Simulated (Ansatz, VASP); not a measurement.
## Two plane-wave programs on AlN

```
Al N
1.0
     0.00000    2.22395    2.15757
     2.22395    0.00000    2.15757
     2.22395    2.22395    0.00000
Al N
1 1
Direct
  0.00000 0.00000 0.00000
  0.25000 0.25000 0.25000
```

Change from the starting cell: z stretched by -2 % at fixed volume, PAW files.

Alike in both runs: task electric field gradients; functional PBE; k mesh 13 × 13 × 13; occupations fermi-dirac, width 0.08 eV; no spin polarisation.

```csv
,VASP,Ansatz
version,VASP 6.6.1,Ansatz 0.2.0
potentials or method,"VASP PAW PBE potentials, release 64 (Al, N)","PAW with Ansatz's default frozen-core files, scalar-relativistic"
plane-wave cutoff (eV),520,420
valence electrons in the cell,8,8
```

|  | VASP | Ansatz | Ansatz less VASP |
| --- | --- | --- | --- |
| gap on the k mesh at the Fermi level (eV) | 3.24 | 3.25 | +0.008 |
| pressure (GPa) | -0.3 | -0.1 | +0.27 |
| traceless stress, the component that is largest in VASP (GPa) | 2.45 | 2.43 | -0.017 |
| size of Vzz on the site where it differs most (V/Å²) | 3.1 | 3.4 | +0.27 |
